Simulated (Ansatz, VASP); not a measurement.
Two plane-wave programs on ZnS

```
Zn S
1.0
     3.82120    0.00000    0.00000
     1.91060    3.30926    0.00000
     1.91060    1.10309    3.12000
Zn S
1 1
Cartesian
  1.9106 1.1031 0.7800
  0.0000 0.0000 0.0000
```

Alike in both runs: task single point; functional PBE; k mesh 10 × 10 × 10; no spin polarisation.

|  | VASP | Ansatz |
| --- | --- | --- |
| version | VASP 6.6.1 | Ansatz 0.2.0 |
| potentials or method | VASP PAW PBE potentials, release 64 (Zn, S) | plane waves, PAW |
| plane-wave cutoff (eV) | 520 | 420 |
| occupations | gaussian, width 0.01 eV | fixed |
| valence electrons in the cell | 18 | 18 |

Ansatz gave:

| Item | Value |
| --- | --- |
| pressure (GPa) | 1.6 |

Problem. Which values does VASP return?

Solution. Pressure (GPa): 1.8.
